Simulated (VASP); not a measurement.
# SiC (F-43m) in VASP: notebook

Runs on SiC. Level: PBE. Tasks: G0W0 quasiparticle levels.

Program: VASP 6.6.1. These are calculated values, not measurements. Logs are shortened: lines on timing, memory, paths and dates and some standing lists are left out, and cuts for length are marked.

### 1 The cell of the first run

The structure is cubic, space group F-43m (No. 216). The conventional cell has a = 4.358 Å, b = 4.358 Å, c = 4.358 Å, α = 90.00°, β = 90.00°, γ = 90.00°. Within 2.5 Å of Si (site symmetry -43m) lie 4 C at 1.89 Å. C (site symmetry -43m) has 4 Si at 1.89 Å within 2.5 Å.

### 2 G0W0 quasiparticle levels, PBE

Contents of POSCAR:

```
SiC
1.0
    0.0000000000      2.1790000000      2.1790000000
    2.1790000000      0.0000000000      2.1790000000
    2.1790000000      2.1790000000      0.0000000000
Si C
1 1
Direct
    0.0000000000      0.0000000000      0.0000000000
    0.2500000000      0.2500000000      0.2500000000
```

Contents of INCAR.step1:

```
SYSTEM = SiC
PREC = Accurate ; ENCUT = 500
EDIFF = 1E-8 ; ISMEAR = 0
SIGMA = 0.01 ; LREAL = .False.
LASPH = .True. ; NELM = 60
ALGO = Normal ; LWAVE = .True.
LCHARG = .False. ; GGA = PE
```

Contents of INCAR.step2:

```
SYSTEM = SiC
PREC = Accurate ; ENCUT = 500
EDIFF = 1E-8 ; ISMEAR = 0
SIGMA = 0.01 ; LREAL = .False.
LASPH = .True. ; NELM = 1
ALGO = Exact ; LWAVE = .True.
LCHARG = .False. ; GGA = PE
NBANDS = 404 ; LOPTICS = .True.
ISTART = 1
```

Contents of INCAR.step3:

```
SYSTEM = SiC
PREC = Accurate ; ENCUT = 500
EDIFF = 1E-8 ; ISMEAR = 0
SIGMA = 0.01 ; LREAL = .False.
LASPH = .True. ; ALGO = EVGW0
LWAVE = .False. ; LCHARG = .False.
GGA = PE ; NELMGW = 1
NBANDS = 404 ; ENCUTGW = 200
NOMEGA = 48 ; PRECFOCK = Fast
ISTART = 1 ; NBANDSGW = 12
```

Contents of KPOINTS:

```
Automatic mesh
0
Gamma
  2 2 2
  0 0 0
```

Potentials or basis: VASP PAW PBE potentials, release 64 (Si_GW, C_GW).

Launch:

```
$ cat potpaw_PBE.64/Si_GW/POTCAR potpaw_PBE.64/C_GW/POTCAR > POTCAR
$ cp INCAR.step1 INCAR
$ mpirun -np 1 vasp_std > vasp.out
$ cp INCAR.step2 INCAR
$ mpirun -np 1 vasp_std > vasp.out
$ cp INCAR.step3 INCAR
$ mpirun -np 1 vasp_std > vasp.out
```

OUTCAR:

```text
SYSTEM = SiC
   PREC = Accurate
   ENCUT = 500
   EDIFF = 1E-8
   ISMEAR = 0
   LREAL = .False.
   LASPH = .True.
   GGA = PE
   NELMGW = 1
   ENCUTGW = 200
   PRECFOCK = Fast
   ISTART = 1

 ion  position               nearest neighbor table
   1  0.000  0.000  0.000-   2 1.89   2 1.89   2 1.89   2 1.89
   2  0.250  0.250  0.250-   1 1.89   1 1.89   1 1.89   1 1.89

  LATTYP: Found a face centered cubic cell.
 ALAT       =     4.3580000000

  Lattice vectors:

 A1 = (   0.0000000000,   2.1790000000,   2.1790000000)
 A2 = (   2.1790000000,   0.0000000000,   2.1790000000)
 A3 = (   2.1790000000,   2.1790000000,   0.0000000000)

Analysis of symmetry for initial positions (statically):
=====================================================================
 Subroutine PRICEL returns:
 Original cell was already a primitive cell.

 Routine SETGRP: Setting up the symmetry group for a
 face centered cubic supercell.

 Subroutine GETGRP returns: Found 24 space group operations
 (whereof 24 operations were pure point group operations)
 out of a pool of 48 trial point group operations.

The static configuration has the point symmetry T_d .

Analysis of symmetry for dynamics (positions and initial velocities):
=====================================================================
 Subroutine PRICEL returns:
 Original cell was already a primitive cell.

 Routine SETGRP: Setting up the symmetry group for a
 face centered cubic supercell.

 Subroutine GETGRP returns: Found 24 space group operations
 (whereof 24 operations were pure point group operations)
 out of a pool of 48 trial point group operations.

The dynamic configuration has the point symmetry T_d .

 Subroutine INISYM returns: Found 24 space group operations
 (whereof 24 operations are pure point group operations),
 and found     1 'primitive' translations

----------------------------------------------------------------------------------------

                                     Primitive cell

  volume of cell :      20.6920

  direct lattice vectors                    reciprocal lattice vectors
     0.000000000  2.179000000  2.179000000    -0.229463056  0.229463056  0.229463056
     2.179000000  0.000000000  2.179000000     0.229463056 -0.229463056  0.229463056
     2.179000000  2.179000000  0.000000000     0.229463056  0.229463056 -0.229463056

  length of vectors
     3.081571352  3.081571352  3.081571352     0.397441672  0.397441672  0.397441672

  position of ions in fractional coordinates (direct lattice)
     0.000000000  0.000000000  0.000000000
     0.250000000  0.250000000  0.250000000

  ion indices of the primitive-cell ions
   primitive index   ion index
                 1           1
                 2           2

----------------------------------------------------------------------------------------

 KPOINTS: Automatic mesh

Automatic generation of k-mesh.
 Grid dimensions read from file:
 generate k-points for:    2    2    2

 Generating k-lattice:

  Cartesian coordinates                     Fractional coordinates (reciprocal lattice)
    -0.114731528  0.114731528  0.114731528     0.500000000  0.000000000  0.000000000
     0.114731528 -0.114731528  0.114731528     0.000000000  0.500000000  0.000000000
     0.114731528  0.114731528 -0.114731528     0.000000000  0.000000000  0.500000000

  Length of vectors
     0.198720836  0.198720836  0.198720836

  Shift w.r.t. Gamma in fractional coordinates (k-lattice)
     0.000000000  0.000000000  0.000000000

 Subroutine IBZKPT returns following result:
 ===========================================

 Found      3 irreducible k-points:

 Following reciprocal coordinates:
            Coordinates               Weight
  0.000000  0.000000  0.000000      1.000000
  0.500000  0.000000  0.000000      4.000000
  0.500000  0.500000  0.000000      3.000000
   k-points           NKPTS =      3   k-points in BZ     NKDIM =      8   number of bands    NBANDS=    404
   number of dos      NEDOS =    301   number of ions     NIONS =      2
   total plane-waves  NPLWV =  13824
   dimension x,y,z NGX =    24 NGY =   24 NGZ =   24
   dimension x,y,z NGXF=    48 NGYF=   48 NGZF=   48
   ions per type =               1   1
   NGX,Y,Z   is equivalent  to a cutoff of  12.95, 12.95, 12.95 a.u.
   NGXF,Y,Z  is equivalent  to a cutoff of  25.90, 25.90, 25.90 a.u.
 SYSTEM =  SiC
   PREC   = accura    normal or accurate (medium, high low for compatibility)
   ISTART =      1    job   : 0-new  1-cont  2-samecut
   ICHARG =      0    charge: 1-file 2-atom 10-const
   ISPIN  =      1    spin polarized calculation?
   LNONCOLLINEAR =      F non collinear calculations
   LSORBIT =      F    spin-orbit coupling
   LASPH  =      T    aspherical Exc in radial PAW
   ENCUT  =  500.0 eV  36.75 Ry    6.06 a.u.   5.62  5.62  5.62*2*pi/ulx,y,z
   NELM   =     60;   NELMIN=  2; NELMDL=  0     # of ELM steps
   EDIFF  = 0.1E-07   stopping-criterion for ELM
   LREAL  =      F    real-space projection
   EDIFFG = 0.1E-06   stopping-criterion for IOM
   NSW    =      0    number of steps for IOM
   IBRION =     -1    ionic relax: 0-MD 1-quasi-New 2-CG
   NFREE  =      0    steps in history (QN), initial steepest desc. (CG)
   ISIF   =      0    stress and relaxation
   ISYM   =      3    0-nonsym 1-usesym 2-fastsym
   POTIM  = 0.5000    time-step for ionic-motion
   TEBEG  =    0.0;   TEEND  =   0.0 temperature during run
   PSTRESS=    0.0 pullay stress
   NELECT =       8.0000    total number of electrons
   NUPDOWN=      -1.0000    fix difference up-down
   EMIN   =  10.00;   EMAX   =-10.00  energy-range for DOS
   EFERMI =   0.00;   METHOD = LEGACY
   ISMEAR =     0;   SIGMA  =   0.01  broadening in eV -4-tet -1-fermi 0-gaus
   EFERMI_NEDOS =   21; number of points for ismear=-14 and -15
   IALGO  =     38    algorithm
   IMIX   =      4    mixing-type and parameters
     AMIX     =   0.40;   BMIX     =  1.00
     AMIX_MAG =   1.60;   BMIX_MAG =  1.00
  volume/ion in A,a.u.               =      10.35        69.82
  Fermi-wavevector in a.u.,A,eV,Ry     =   1.192626  2.253736 19.352338  1.422357
  Thomas-Fermi vector in A             =   2.328660
   LORBIT       =      0    0 simple, 1 ext, 2 COOP (PROOUT), +10 PAW based schemes
   GGA     = PE    functional components
   LHFCALC =     T    Hartree Fock is set to
   PRECFOCK=fast      Normal, Fast or Accurate (Low or Medium for compatibility)
   ENCUT4O =  -1.0   cutoff for four orbital integrals eV
   NKREDX  =     1    reduce k-point grid by
   NKREDY  =     1    reduce k-point grid by
   NKREDZ  =     1    reduce k-point grid by
   AEXX    =    1.0000 exact exchange contribution
   HFSCREEN=    0.0000 screening length (either q_TF or 0.3 A-1)
   HFSCREENC=   0.0000 screening length for correlation (either q_TF or 0.3 A-1)
   ENCUTFOCK=  -1.0 apply spherical cutoff to Coloumb kernel
   IVDW    =     0    specifies the selected vdW correction
   LEPSILON=     F    determine dielectric tensor
   LRPA    =     F    only Hartree local field effects (RPA)
   LRPAFORCE           =     F    calculate RPA forces
   ENCUTGW             = 200.0    cutoff for response function in eV
   ENCUTGWSOFT         = 160.0    soft cutoff for Coulomb kernel in GW response function in eV
   ENCUTLF             =  -1.0    cutoff for local field effects
   NELMGW              =     1    number of iterations in solving QP/BSE equation
   NELMHF              =     1    number of iterations in the inner HF iteration
   NKREDLFX            =     1    NKREDLFY  =   1   NKREDLFZ  =   1
 non-spin polarized calculation
 Gauss-broadening in eV      SIGMA  =   0.01
  energy-cutoff  :      500.00
  volume of cell :       20.69
 maximum number of plane-waves:       544
 NGX is ok and might be reduce to    24
  NGX = 14; NGY = 14; NGZ = 14
   NGX = 11   NGY = 11   NGZ = 11
 maximum number of plane-waves:       138

 QP shifts <psi_nk| G(iteration)W_0 |psi_nk>: iteration 1
 for sc-GW calculations column KS-energies equals QP-energies in previous step
 and V_xc(KS)=  KS-energies - (<T + V_ion + V_H > + <T+V_H+V_ion>^1  + <V_x>^1)

 k-point   1 :       0.0000    0.0000    0.0000
  band No.  KS-energies  QP-energies   sigma(KS)   V_xc(KS)     V^pw_x(r,r')   Z            occupation Imag(sigma)

      1      -7.3380      -8.7489     -14.6905     -12.6184     -21.3543       0.6809       2.0000       0.9998
      2       8.3135       7.4999     -15.8654     -14.8289     -18.8161       0.7848       2.0000       0.0804
      3       8.3135       7.4999     -15.8654     -14.8289     -18.8161       0.7848       2.0000       0.0804
      4       8.3135       7.4999     -15.8654     -14.8289     -18.8161       0.7848       2.0000       0.0804
      5      14.4716      14.5703     -12.9301     -13.0634      -6.3706       0.7404       0.0000      -0.1065
      6      15.1513      15.3568     -11.1791     -11.4411      -5.0772       0.7844       0.0000      -0.1470
      7      15.1513      15.3568     -11.1791     -11.4411      -5.0772       0.7844       0.0000      -0.1470
      8      15.1513      15.3568     -11.1791     -11.4411      -5.0772       0.7844       0.0000      -0.1470
      9      22.3472      22.7282     -10.8956     -11.3701      -4.3303       0.8029       0.0000      -0.2044
     10      22.3472      22.7282     -10.8956     -11.3701      -4.3303       0.8029       0.0000      -0.2044
     11      24.3769      24.2162      -9.7065      -9.5153      -2.5991       0.8410       0.0000      -0.6284
     12      25.1518      25.0258     -10.1812     -10.0281      -2.7489       0.8220       0.0000      -0.7678

 k-point   2 :       0.5000    0.0000    0.0000
  band No.  KS-energies  QP-energies   sigma(KS)   V_xc(KS)     V^pw_x(r,r')   Z            occupation Imag(sigma)

      1      -3.6651      -5.1459     -15.6892     -13.7288     -21.4486       0.7554       2.0000       0.9744
      2      -0.5401      -1.6766     -13.3817     -11.8950     -17.5133       0.7645       2.0000       0.3076
      3       7.1998       6.3314     -15.5261     -14.4169     -18.6216       0.7829       2.0000       0.1117
      4       7.1998       6.3314     -15.5261     -14.4169     -18.6216       0.7829       2.0000       0.1117
      5      13.4657      13.5869     -11.9831     -12.1365      -5.9560       0.7907       0.0000      -0.1258
      6      15.0726      15.2257     -10.7505     -10.9435      -4.7408       0.7938       0.0000      -0.1558
      7      15.0726      15.2257     -10.7505     -10.9435      -4.7408       0.7938       0.0000      -0.1558
      8      18.1838      18.0855     -11.5171     -11.3930      -4.6597       0.7925       0.0000      -0.3873
      9      24.3522      24.4687     -11.3446     -11.4937      -4.0658       0.7809       0.0000      -0.5487
     10      25.1414      25.4574     -11.0580     -11.4696      -3.5104       0.7679       0.0000      -0.6721
     11      25.1414      25.4574     -11.0580     -11.4696      -3.5104       0.7679       0.0000      -0.6721
     12      28.2771      28.7076     -11.6426     -12.1846      -4.3722       0.7944       0.0000      -0.5254

 k-point   3 :       0.5000    0.5000    0.0000
  band No.  KS-energies  QP-energies   sigma(KS)   V_xc(KS)     V^pw_x(r,r')   Z            occupation Imag(sigma)

      1      -2.1456      -3.5935     -15.9988     -14.2374     -21.5509       0.8221       2.0000       1.0735
      2       0.2166      -0.8814     -13.8700     -12.4200     -18.0020       0.7572       2.0000       0.2537
      3       4.9554       3.9803     -14.7035     -13.4480     -18.0643       0.7767       2.0000       0.1271
      4       4.9554       3.9803     -14.7035     -13.4480     -18.0643       0.7767       2.0000       0.1271
      5       9.2508       9.0853     -10.4912     -10.2857      -5.0882       0.8054       0.0000      -0.1345
      6      12.2235      12.2270     -10.6181     -10.6224      -5.0161       0.8217       0.0000      -0.1178
      7      22.1307      22.5582     -12.2667     -12.8135      -4.7278       0.7818       0.0000      -0.5965
      8      22.1307      22.5582     -12.2667     -12.8135      -4.7278       0.7818       0.0000      -0.5965
      9      23.1815      23.6892     -13.4625     -14.1375      -6.0009       0.7522       0.0000      -0.4249
     10      27.8744      28.2512     -10.6140     -11.0979      -2.8467       0.7787       0.0000      -0.8191
     11      30.1164      30.6913     -12.0524     -12.7827      -4.6705       0.7871       0.0000      -0.5407
     12      30.1164      30.6913     -12.0524     -12.7827      -4.6705       0.7871       0.0000      -0.5407
```

Wall time 61 s (1 thread of AMD EPYC, shared host); peak memory 0.14 GiB.

Results:

| Property | Result |
| --- | --- |
| Quasiparticle gap | 1.59 eV |
| Least direct quasiparticle gap | 5.11 eV |
| Band gap of the starting levels on the mesh | 0.94 eV |
| Least direct gap of the starting levels on the mesh | 4.30 eV |

Caveat: the k points lie up to 1.25 Å⁻¹ apart; bands, screening cutoff and mesh are small and nothing is extrapolated, so the quasiparticle values aren't converged.

### 3 G0W0 quasiparticle levels, PBE

POSCAR is that of step 2.

Contents of INCAR.step1:

```
SYSTEM = SiC
PREC = Accurate
ENCUT = 500
EDIFF = 1E-8
ISMEAR = 0
SIGMA = 0.01
LREAL = .False.
LASPH = .True.
NELM = 60
ALGO = Normal
LWAVE = .True.
LCHARG = .False.
GGA = PE
```

Contents of INCAR.step2:

```
SYSTEM = SiC
PREC = Accurate
ENCUT = 500
EDIFF = 1E-8
ISMEAR = 0
SIGMA = 0.01
LREAL = .False.
LASPH = .True.
NELM = 1
ALGO = Exact
LWAVE = .True.
LCHARG = .False.
GGA = PE
NBANDS = 404
LOPTICS = .True.
ISTART = 1
```

Contents of INCAR.step3:

```
SYSTEM = SiC
PREC = Accurate
ENCUT = 500
EDIFF = 1E-8
ISMEAR = 0
SIGMA = 0.01
LREAL = .False.
LASPH = .True.
ALGO = EVGW0
LWAVE = .False.
LCHARG = .False.
GGA = PE
NELMGW = 1
NBANDS = 404
ENCUTGW = 200
NOMEGA = 48
PRECFOCK = Fast
ISTART = 1
NBANDSGW = 12
```

Contents of KPOINTS:

```
regular mesh
0
Gamma
  2 2 2
  0 0 0
```

Potentials or basis: VASP PAW PBE potentials, release 64 (Si_GW, C_GW).

Launch:

```
$ cat potpaw_PBE.64/Si_GW/POTCAR potpaw_PBE.64/C_GW/POTCAR > POTCAR
$ cp INCAR.step1 INCAR
$ mpirun -np 1 vasp_std > vasp.out
$ cp INCAR.step2 INCAR
$ mpirun -np 1 vasp_std > vasp.out
$ cp INCAR.step3 INCAR
$ mpirun -np 1 vasp_std > vasp.out
```

OUTCAR:

```text
SYSTEM = SiC
   PREC = Accurate
   ENCUT = 500
   EDIFF = 1E-8
   ISMEAR = 0
   LREAL = .False.
   LASPH = .True.
   GGA = PE
   NELMGW = 1
   ENCUTGW = 200
   PRECFOCK = Fast
   ISTART = 1

 ion  position               nearest neighbor table
   1  0.000  0.000  0.000-   2 1.89   2 1.89   2 1.89   2 1.89
   2  0.250  0.250  0.250-   1 1.89   1 1.89   1 1.89   1 1.89

  LATTYP: Found a face centered cubic cell.
 ALAT       =     4.3580000000

  Lattice vectors:

 A1 = (   0.0000000000,   2.1790000000,   2.1790000000)
 A2 = (   2.1790000000,   0.0000000000,   2.1790000000)
 A3 = (   2.1790000000,   2.1790000000,   0.0000000000)

Analysis of symmetry for initial positions (statically):
=====================================================================
[... 144 lines left out ...]
   ENCUTLF             =  -1.0    cutoff for local field effects
   NELMGW              =     1    number of iterations in solving QP/BSE equation
   NELMHF              =     1    number of iterations in the inner HF iteration
   NKREDLFX            =     1    NKREDLFY  =   1   NKREDLFZ  =   1
 non-spin polarized calculation
 Gauss-broadening in eV      SIGMA  =   0.01
  energy-cutoff  :      500.00
  volume of cell :       20.69
 maximum number of plane-waves:       544
 NGX is ok and might be reduce to    24
  NGX = 14; NGY = 14; NGZ = 14
   NGX = 11   NGY = 11   NGZ = 11
 maximum number of plane-waves:       138

 QP shifts <psi_nk| G(iteration)W_0 |psi_nk>: iteration 1
 for sc-GW calculations column KS-energies equals QP-energies in previous step
 and V_xc(KS)=  KS-energies - (<T + V_ion + V_H > + <T+V_H+V_ion>^1  + <V_x>^1)

 k-point   1 :       0.0000    0.0000    0.0000
  band No.  KS-energies  QP-energies   sigma(KS)   V_xc(KS)     V^pw_x(r,r')   Z            occupation Imag(sigma)

      1      -7.3380      -8.7489     -14.6905     -12.6184     -21.3543       0.6809       2.0000       0.9998
      2       8.3135       7.4999     -15.8654     -14.8289     -18.8161       0.7848       2.0000       0.0804
      3       8.3135       7.4999     -15.8654     -14.8289     -18.8161       0.7848       2.0000       0.0804
      4       8.3135       7.4999     -15.8654     -14.8289     -18.8161       0.7848       2.0000       0.0804
      5      14.4716      14.5703     -12.9301     -13.0634      -6.3706       0.7404       0.0000      -0.1065
      6      15.1513      15.3568     -11.1791     -11.4411      -5.0772       0.7844       0.0000      -0.1470
      7      15.1513      15.3568     -11.1791     -11.4411      -5.0772       0.7844       0.0000      -0.1470
      8      15.1513      15.3568     -11.1791     -11.4411      -5.0772       0.7844       0.0000      -0.1470
      9      22.3472      22.7282     -10.8956     -11.3701      -4.3303       0.8029       0.0000      -0.2044
     10      22.3472      22.7282     -10.8956     -11.3701      -4.3303       0.8029       0.0000      -0.2044
     11      24.3769      24.2162      -9.7065      -9.5153      -2.5991       0.8410       0.0000      -0.6284
     12      25.1518      25.0258     -10.1812     -10.0281      -2.7489       0.8220       0.0000      -0.7678
[... 20 lines left out ...]
      1      -2.1456      -3.5935     -15.9988     -14.2374     -21.5509       0.8221       2.0000       1.0735
      2       0.2166      -0.8814     -13.8700     -12.4200     -18.0020       0.7572       2.0000       0.2537
      3       4.9554       3.9803     -14.7035     -13.4480     -18.0643       0.7767       2.0000       0.1271
      4       4.9554       3.9803     -14.7035     -13.4480     -18.0643       0.7767       2.0000       0.1271
      5       9.2508       9.0853     -10.4912     -10.2857      -5.0882       0.8054       0.0000      -0.1345
      6      12.2235      12.2270     -10.6181     -10.6224      -5.0161       0.8217       0.0000      -0.1178
      7      22.1307      22.5582     -12.2667     -12.8135      -4.7278       0.7818       0.0000      -0.5965
      8      22.1307      22.5582     -12.2667     -12.8135      -4.7278       0.7818       0.0000      -0.5965
      9      23.1815      23.6892     -13.4625     -14.1375      -6.0009       0.7522       0.0000      -0.4249
     10      27.8744      28.2512     -10.6140     -11.0979      -2.8467       0.7787       0.0000      -0.8191
     11      30.1164      30.6913     -12.0524     -12.7827      -4.6705       0.7871       0.0000      -0.5407
     12      30.1164      30.6913     -12.0524     -12.7827      -4.6705       0.7871       0.0000      -0.5407
```

OUTCAR.step1:

```text
SYSTEM = SiC
   PREC = Accurate
   ENCUT = 500
   EDIFF = 1E-8
   ISMEAR = 0
   LREAL = .False.
   LASPH = .True.
[... 230 lines left out ...]
      0.00000      0.00000      0.00000         0.000000      0.000000      0.000000
      1.08950      1.08950      1.08950        -0.000000     -0.000000     -0.000000
 -----------------------------------------------------------------------------------
    total drift:                                0.000000      0.000000      0.000000

  FREE ENERGIE OF THE ION-ELECTRON SYSTEM (eV)
  ---------------------------------------------------
  free  energy   TOTEN  =       -12.5555496648 eV

  energy  without entropy=      -12.5555496648  energy(sigma->0) =      -12.55554966
```

Run time: 14 s. Hardware: 1 thread of AMD EPYC 9R45 (Zen 5), shared host; peak memory 0.15 GiB.

What came out:

* Quasiparticle gap: 1.59 eV
* Least direct quasiparticle gap: 5.11 eV
* Band gap of the starting levels on the mesh: 0.94 eV
* Least direct gap of the starting levels on the mesh: 4.30 eV

Caveat: the k points lie up to 1.25 Å⁻¹ apart; bands, screening cutoff and mesh are small and nothing is extrapolated, so the quasiparticle values aren't converged.
